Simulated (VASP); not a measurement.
# HfO2 (Fm-3m) in VASP: further runs

The runs below take HfO2 through single point, with LDA.

Everything below comes from runs of VASP 6.6.1. Logs are shortened: lines on timing, memory, paths and dates and some standing lists are left out, and cuts for length are marked.

## (1) The cell of the first run

It takes space group Fm-3m (No. 225, cubic). Conventional cell: a = 4.938 Å, b = 4.938 Å, c = 4.938 Å, α = 90.00°, β = 90.00°, γ = 90.00°. Hf (site symmetry m-3m) has 8 O at 2.14 Å within 2.8 Å. O (site symmetry -43m) has 4 Hf at 2.14 Å and 6 O at 2.47 Å within 2.8 Å.

## (2) Single point, LDA

INCAR reads:

```
SYSTEM = HfO2
PREC     = Accurate       ! precision mode
ENCUT    = 520            ! plane-wave cutoff, eV
EDIFF    = 1E-6           ! SCF threshold, eV
ISMEAR   = 0              ! smearing method
SIGMA    = 0.01           ! smearing width, eV
LREAL    = .False.        ! projectors in reciprocal space
LASPH    = .True.         ! aspherical terms in the spheres
NELM     = 80             ! most SCF steps
ALGO     = Normal         ! electronic algorithm
ISIF     = 2              ! what is computed and relaxed
LWAVE    = .False.        ! write WAVECAR
LCHARG   = .False.        ! write CHGCAR
GGA      = CA             ! functional
NBANDS   = 18             ! bands
```

KPOINTS reads:

```
regular mesh
0
Gamma
  6 6 6
  0 0 0
```

POSCAR reads:

```
HfO2
1.0
    0.0000000000      2.4692391011      2.4692391011
    2.4692391011      0.0000000000      2.4692391011
    2.4692391011      2.4692391011      0.0000000000
Hf O
1 2
Direct
    0.0000000000      0.0000000000      0.0000000000
    0.2500000000      0.2500000000      0.2500000000
    0.7500000000      0.7500000000      0.7500000000
```

Potentials or basis: VASP PAW LDA potentials, release 64 (Hf_pv, O).

Command:

```
$ cat potpaw_LDA.64/Hf_pv/POTCAR potpaw_LDA.64/O/POTCAR > POTCAR
$ mpirun -np 1 vasp_std > vasp.out
```

OUTCAR:

```text
SYSTEM = HfO2
   PREC = Accurate
   ENCUT = 520
   EDIFF = 1E-6
   ISMEAR = 0
   LREAL = .False.
   LASPH = .True.
   NELM = 80
   ISIF = 2
   GGA = CA

 ion  position               nearest neighbor table
   1  0.000  0.000  0.000-   2 2.14   3 2.14   3 2.14   3 2.14   3 2.14   2 2.14   2 2.14   2 2.14

   2  0.250  0.250  0.250-   1 2.14   1 2.14   1 2.14   1 2.14
   3  0.750  0.750  0.750-   1 2.14   1 2.14   1 2.14   1 2.14

  LATTYP: Found a face centered cubic cell.
 ALAT       =     4.9384782022

  Lattice vectors:

 A1 = (   0.0000000000,   2.4692391011,   2.4692391011)
 A2 = (   2.4692391011,   0.0000000000,   2.4692391011)
 A3 = (   2.4692391011,   2.4692391011,   0.0000000000)

Analysis of symmetry for initial positions (statically):
=====================================================================
 Subroutine PRICEL returns:
 Original cell was already a primitive cell.

 Routine SETGRP: Setting up the symmetry group for a
 face centered cubic supercell.

 Subroutine GETGRP returns: Found 48 space group operations
 (whereof 48 operations were pure point group operations)
 out of a pool of 48 trial point group operations.

The static configuration has the point symmetry O_h .

Analysis of symmetry for dynamics (positions and initial velocities):
=====================================================================
 Subroutine PRICEL returns:
 Original cell was already a primitive cell.

 Routine SETGRP: Setting up the symmetry group for a
 face centered cubic supercell.

 Subroutine GETGRP returns: Found 48 space group operations
 (whereof 48 operations were pure point group operations)
 out of a pool of 48 trial point group operations.

The dynamic configuration has the point symmetry O_h .

 Subroutine INISYM returns: Found 48 space group operations
 (whereof 48 operations are pure point group operations),
 and found     1 'primitive' translations

----------------------------------------------------------------------------------------

                                     Primitive cell

  volume of cell :      30.1106

  direct lattice vectors                    reciprocal lattice vectors
     0.000000000  2.469239101  2.469239101    -0.202491529  0.202491529  0.202491529
     2.469239101  0.000000000  2.469239101     0.202491529 -0.202491529  0.202491529
     2.469239101  2.469239101  0.000000000     0.202491529  0.202491529 -0.202491529

  length of vectors
     3.492031426  3.492031426  3.492031426     0.350725616  0.350725616  0.350725616

  position of ions in fractional coordinates (direct lattice)
     0.000000000  0.000000000  0.000000000
     0.250000000  0.250000000  0.250000000
     0.750000000  0.750000000  0.750000000

  ion indices of the primitive-cell ions
   primitive index   ion index
                 1           1
                 2           2
                 3           3

----------------------------------------------------------------------------------------

 KPOINTS: regular mesh

Automatic generation of k-mesh.
 Grid dimensions read from file:
 generate k-points for:    6    6    6

 Generating k-lattice:

  Cartesian coordinates                     Fractional coordinates (reciprocal lattice)
    -0.033748588  0.033748588  0.033748588     0.166666667  0.000000000  0.000000000
     0.033748588 -0.033748588  0.033748588     0.000000000  0.166666667  0.000000000
     0.033748588  0.033748588 -0.033748588     0.000000000  0.000000000  0.166666667

  Length of vectors
     0.058454269  0.058454269  0.058454269

  Shift w.r.t. Gamma in fractional coordinates (k-lattice)
     0.000000000  0.000000000  0.000000000

 Subroutine IBZKPT returns following result:
 ===========================================

 Found     16 irreducible k-points:

 Following reciprocal coordinates:
            Coordinates               Weight
  0.000000  0.000000  0.000000      1.000000
  0.166667  0.000000  0.000000      8.000000
  0.333333  0.000000  0.000000      8.000000
  0.500000  0.000000  0.000000      4.000000
  0.166667  0.166667  0.000000      6.000000
  0.333333  0.166667  0.000000     24.000000
[... 8 lines left out ...]
 -0.333333  0.333333  0.166667     24.000000
 -0.333333  0.500000  0.166667     12.000000
   k-points           NKPTS =     16   k-points in BZ     NKDIM =     16   number of bands    NBANDS=     18
   number of dos      NEDOS =    301   number of ions     NIONS =      3
   total plane-waves  NPLWV =  21952
   dimension x,y,z NGX =    28 NGY =   28 NGZ =   28
   dimension x,y,z NGXF=    56 NGYF=   56 NGZF=   56
   ions per type =               1   2
   NGX,Y,Z   is equivalent  to a cutoff of  13.33, 13.33, 13.33 a.u.
   NGXF,Y,Z  is equivalent  to a cutoff of  26.66, 26.66, 26.66 a.u.
 SYSTEM =  HfO2
   PREC   = accura    normal or accurate (medium, high low for compatibility)
   ISTART =      0    job   : 0-new  1-cont  2-samecut
   ICHARG =      2    charge: 1-file 2-atom 10-const
   ISPIN  =      1    spin polarized calculation?
   LNONCOLLINEAR =      F non collinear calculations
   LSORBIT =      F    spin-orbit coupling
   LASPH  =      T    aspherical Exc in radial PAW
   ENCUT  =  520.0 eV  38.22 Ry    6.18 a.u.   6.49  6.49  6.49*2*pi/ulx,y,z
   NELM   =     80;   NELMIN=  2; NELMDL= -5     # of ELM steps
   EDIFF  = 0.1E-05   stopping-criterion for ELM
   LREAL  =      F    real-space projection
   EDIFFG = 0.1E-04   stopping-criterion for IOM
   NSW    =      0    number of steps for IOM
   IBRION =     -1    ionic relax: 0-MD 1-quasi-New 2-CG
   NFREE  =      0    steps in history (QN), initial steepest desc. (CG)
   ISIF   =      2    stress and relaxation
   ISYM   =      2    0-nonsym 1-usesym 2-fastsym
   POTIM  = 0.5000    time-step for ionic-motion
   TEBEG  =    0.0;   TEEND  =   0.0 temperature during run
   PSTRESS=    0.0 pullay stress
   NELECT =      22.0000    total number of electrons
   NUPDOWN=      -1.0000    fix difference up-down
   EMIN   =  10.00;   EMAX   =-10.00  energy-range for DOS
   EFERMI =   0.00;   METHOD = LEGACY
   ISMEAR =     0;   SIGMA  =   0.01  broadening in eV -4-tet -1-fermi 0-gaus
   EFERMI_NEDOS =   21; number of points for ismear=-14 and -15
   IALGO  =     38    algorithm
   IMIX   =      4    mixing-type and parameters
     AMIX     =   0.40;   BMIX     =  1.00
     AMIX_MAG =   1.60;   BMIX_MAG =  1.00
  volume/ion in A,a.u.               =      10.04        67.73
  Fermi-wavevector in a.u.,A,eV,Ry     =   1.474493  2.786387 29.580811  2.174128
  Thomas-Fermi vector in A             =   2.589257
   LORBIT       =      0    0 simple, 1 ext, 2 COOP (PROOUT), +10 PAW based schemes
   GGA     = CA    functional components
   LHFCALC =     F    Hartree Fock is set to
   AEXX    =    0.0000 exact exchange contribution
   IVDW    =     0    specifies the selected vdW correction
   LEPSILON=     F    determine dielectric tensor
   LRPA    =     F    only Hartree local field effects (RPA)
 non-spin polarized calculation
 Gauss-broadening in eV      SIGMA  =   0.01
  energy-cutoff  :      520.00
  volume of cell :       30.11
 maximum number of plane-waves:       869
 NGX is ok and might be reduce to    28
   NGX = 13   NGY = 13   NGZ = 13

 number of electron      22.0000010 magnetization

 Free energy of the ion-electron system (eV)
  ---------------------------------------------------
  ext. energy  EPLUGINS =         0.00000000
  ---------------------------------------------------
  free energy    TOTEN  =       -33.04977948 eV

  energy without entropy =      -33.04977948  energy(sigma->0) =      -33.04977948

 E-fermi :   4.8253     XC(G=0): -12.7295

 val. band max:        4.7683793865   @ k =   0.5000   0.5000   0.0000
 cond. band min:       8.5690601964   @ k =   0.5000   0.5000   0.0000
 fundamental gap:      3.8006808099
 Fermi energy:         4.8252646549

 k-point     1 :       0.0000    0.0000    0.0000
  band No.  band energies     occupation
      1     -24.3827      2.00000
      2     -24.3827      2.00000
      3     -24.3827      2.00000
      4     -14.2185      2.00000
      5     -10.6399      2.00000
      6      -1.1471      2.00000
[... 10 lines left out ...]
     17      16.1597      0.00000
     18      17.8341      0.00000

 k-point     2 :       0.1667    0.0000    0.0000
  band No.  band energies     occupation
      1     -24.5565      2.00000
      2     -24.4011      2.00000
      3     -24.4011      2.00000
      4     -13.7725      2.00000
      5     -10.9951      2.00000
      6      -0.8593      2.00000
[... 10 lines left out ...]
     17      15.6404      0.00000
     18      17.8259      0.00000

 k-point     3 :       0.3333    0.0000    0.0000
  band No.  band energies     occupation
      1     -24.8761      2.00000
      2     -24.4376      2.00000
      3     -24.4376      2.00000
      4     -13.0085      2.00000
      5     -11.3990      2.00000
      6      -0.2896      2.00000
[... 10 lines left out ...]
     17      15.0438      0.00000
     18      17.6396      0.00000

 k-point     4 :       0.5000    0.0000    0.0000
  band No.  band energies     occupation
      1     -25.0242      2.00000
      2     -24.4557      2.00000
      3     -24.4557      2.00000
      4     -12.8278      2.00000
      5     -11.3146      2.00000
      6      -0.0378      2.00000
[... 207 lines left out ...]
      4     -12.2083      2.00000
      5     -11.8314      2.00000
      6      -0.6860      2.00000
[... 10 lines left out ...]
     17      16.2277      0.00000
     18      17.8192      0.00000

 k-point    15 :      -0.3333    0.3333    0.1667
  band No.  band energies     occupation
      1     -24.8850      2.00000
      2     -24.7321      2.00000
      3     -24.5264      2.00000
      4     -12.0923      2.00000
      5     -11.7116      2.00000
      6      -0.6627      2.00000
[... 10 lines left out ...]
     17      16.9190      0.00000
     18      17.8146      0.00000

 k-point    16 :      -0.3333    0.5000    0.1667
  band No.  band energies     occupation
      1     -24.9409      2.00000
      2     -24.6943      2.00000
      3     -24.5677      2.00000
      4     -12.0316      2.00000
      5     -11.6500      2.00000
      6      -1.6461      2.00000
[... 10 lines left out ...]
     17      17.8177      0.00000
     18      18.2710      0.00000

------------------------ aborting loop because EDIFF is reached ----------------------------------------

  FORCE on cell =-STRESS in cart. coord.  units (eV):
  Direction    XX          YY          ZZ          XY          YZ          ZX
  --------------------------------------------------------------------------------------
  -------------------------------------------------------------------------------------
  Total        1.5188498      1.5188498      1.5188498      0.0000000      0.0000000     -0.0000000
  in kB       80.8176049     80.8176049     80.8176049      0.0000000      0.0000000     -0.0000000
  external PRESSURE =      80.8176049 kB  Pullay stress =       0.0000000 kB

 VOLUME and BASIS-vectors are now :
 -----------------------------------------------------------------------------
  energy-cutoff  :      520.00
  volume of cell :       30.11
      direct lattice vectors                 reciprocal lattice vectors
     0.000000000  2.469239101  2.469239101    -0.202491529  0.202491529  0.202491529
     2.469239101  0.000000000  2.469239101     0.202491529 -0.202491529  0.202491529
     2.469239101  2.469239101  0.000000000     0.202491529  0.202491529 -0.202491529

 POSITION                                       TOTAL-FORCE (eV/Angst)
 -----------------------------------------------------------------------------------
      0.00000      0.00000      0.00000         0.000000     -0.000000     -0.000000
      1.23462      1.23462      1.23462         0.000000     -0.000000     -0.000000
      3.70386      3.70386      3.70386        -0.000000      0.000000      0.000000
 -----------------------------------------------------------------------------------
    total drift:                                0.000000      0.000000      0.000000

  FREE ENERGIE OF THE ION-ELECTRON SYSTEM (eV)
  ---------------------------------------------------
  free  energy   TOTEN  =       -33.0497794760 eV

  energy  without entropy=      -33.0497794760  energy(sigma->0) =      -33.04977948
```

Wall time 4.6 s (1 thread of Intel Xeon 6975P-C, shared host); peak memory 0.15 GiB.

Results:

```
Free energy            : -33.0498 eV
Pressure               : 8.1 GPa
Band gap on the k mesh : 3.80 eV, direct
```

Levels at points of the mesh, in eV from the valence-band top:
```
           k point  band 9  band 10  band 11  band 12  band 13  band 14
(0.00, 0.00, 0.00)   -0.65    -0.65    -0.65     3.86     3.86     6.32
(0.50, 0.00, 0.00)   -2.93    -1.93    -1.93     4.71     4.71     7.71
(0.50, 0.50, 0.00)   -1.69    -1.69     0.00     3.80     5.74     7.35
```

Caveat: spin-orbit coupling is left out, which moves the levels of the heavy elements.

## (3) Single point, LDA

This run uses another cell than the first one, of 10.32 Å³/atom, 1.028 times its volume.

INCAR reads:

```
PREC = Accurate
ENCUT = 520
EDIFF = 1E-7
ISMEAR = 0
SIGMA = 0.01
LREAL = False
LASPH = True
NELM = 60
ALGO = Normal
ISIF = 2
LWAVE = False
LCHARG = False
GGA = CA
NBANDS = 18
```

KPOINTS reads:

```
regular mesh
0
Gamma
  6 6 6
```

POSCAR reads:

```
HfO2
1.0
    0.0000000000      2.4918939363      2.4918939363
    2.4918939363      0.0000000000      2.4918939363
    2.4918939363      2.4918939363      0.0000000000
Hf O
1 2
Direct
    0.0000000000      0.0000000000      0.0000000000
    0.2500000000      0.2500000000      0.2500000000
    0.7500000000      0.7500000000      0.7500000000
```

Potentials or basis: VASP PAW LDA potentials, release 64 (Hf_pv, O).

Command:

```
$ cat potpaw_LDA.64/Hf_pv/POTCAR potpaw_LDA.64/O/POTCAR > POTCAR
$ mpirun -np 1 vasp_std > vasp.out
```

Wall time 5 s (1 thread of Intel Xeon 6975P-C, shared host); peak memory 0.14 GiB.

It converged, with:

| Item | Value |
| --- | --- |
| Free energy | -33.0708 eV |
| Pressure | -0.3 GPa |
| Band gap on the k mesh | 3.73 eV, direct |

Levels at points of the mesh, in eV from the valence-band top:
```csv
k point,band 7,band 8,band 9,band 10,band 11,band 12,band 13,band 14,band 15,band 16
"(0.00, 0.00, 0.00)",-5.73,-5.73,-0.64,-0.64,-0.64,3.80,3.80,6.10,11.03,11.03
"(0.50, 0.00, 0.00)",-4.65,-3.14,-2.87,-1.90,-1.90,4.61,4.61,7.43,8.96,9.87
"(0.50, 0.50, 0.00)",-3.59,-3.59,-1.64,-1.64,0.00,3.73,5.60,7.08,8.54,8.54
```

Caveat: spin-orbit coupling is left out, which moves the levels of the heavy elements.

[end of part 1 of 2]
